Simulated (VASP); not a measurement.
A run of VASP 6.6.1 is set up as follows.

INCAR

```
SYSTEM = Sn
ALGO = Normal ; EDIFF = 1E-6
ENCUT = 520 ; GGA = RE
ISIF = 2 ; ISMEAR = -1
LASPH = .True. ; LCHARG = .True.
LELF = .True. ; LREAL = .False.
LVHAR = .True. ; LWAVE = .False.
NBANDS = 21 ; NELM = 100
PREC = Accurate ; SIGMA = 0.1
```

Contents of KPOINTS:

```
k-points
0
Gamma
  12 12 7
  0 0 0
```

Contents of POSCAR:

```
Sn
1.0
    3.4461281466      0.0000000000      0.0000000000
   -1.7230640733      2.9844345197      0.0000000000
    0.0000000000      0.0000000000      5.7273824254
Sn
2
Direct
    0.3333333333      0.6666666667      0.2500000000
    0.6666666667      0.3333333333      0.7500000000
```

Potentials or basis: VASP PAW PBE potentials, release 64 (Sn_d).

Command:

```sh
$ cat potpaw_PBE.64/Sn_d/POTCAR > POTCAR
$ mpirun -np 1 vasp_std > vasp.out
```

(1) Estimate the pressure.

(2) Predict the band gap on the k mesh.

Results:

(1) -1.5 GPa.

(2) zero (bands 14 and 15 overlap by 7.59 eV).

Caveat: the PAW data sets were made with another functional, which shifts forces and pressure a little; spin-orbit coupling is left out, which moves the levels of the heavy elements.
